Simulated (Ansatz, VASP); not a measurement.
One calculation of Fe2Ge, two programs

```
Fe Ge
1.0
     4.01886    0.00000    0.00000
    -2.00943    3.48044    0.00000
     0.00000    0.00000    4.86280
Fe Ge
4 2
Cartesian
  0.0000 0.0000 0.0000
  0.0000 0.0000 2.4314
  2.0094 1.1601 3.6471
  0.0000 2.3203 1.2157
  2.0094 1.1601 1.2157
  0.0000 2.3203 3.6471
```

Alike in both runs: functional PBEsol; dispersion D3(BJ); k mesh 6 × 6 × 4; occupations gaussian, width 0.1 eV; collinear spin.

Ansatz relaxed the structure, and its values are those at the end. VASP's run is a single point on that final structure, the one shown.

|  | VASP | Ansatz |
| --- | --- | --- |
| version | VASP 6.6.1 | Ansatz 0.2.0 |
| potentials or method | VASP PAW PBE potentials, release 64 (Fe, Ge_d), cutoff 600 eV | scalar-relativistic, plane waves, PAW |
| valence electrons in the cell | 60 | 92 |

Ansatz gave:

| Quantity | Value |
| --- | --- |
| gap on the k mesh at the Fermi level (eV) | none |
| pressure (GPa) | -0.4 |
| net moment per atom (μB) | 1.09 |
| size of the moment on the site where the two differ most (μB) | 0.04 |

**Question.** Estimate VASP's values.

**Answer.** gap on the k mesh at the Fermi level (eV): none; pressure (GPa): 0.0; net moment per atom (μB): 1.10; size of the moment on the site where the two differ most (μB): 0.07.

VASP's potentials were made for PBE, not for PBEsol. Site moments also hang on the region over which each program counts them. A gap of «none» marks a metal or a gap that the smearing closes. VASP's potentials hold 60 valence electrons a cell and Ansatz's 92, so a difference there can come from the potentials and not from the codes.
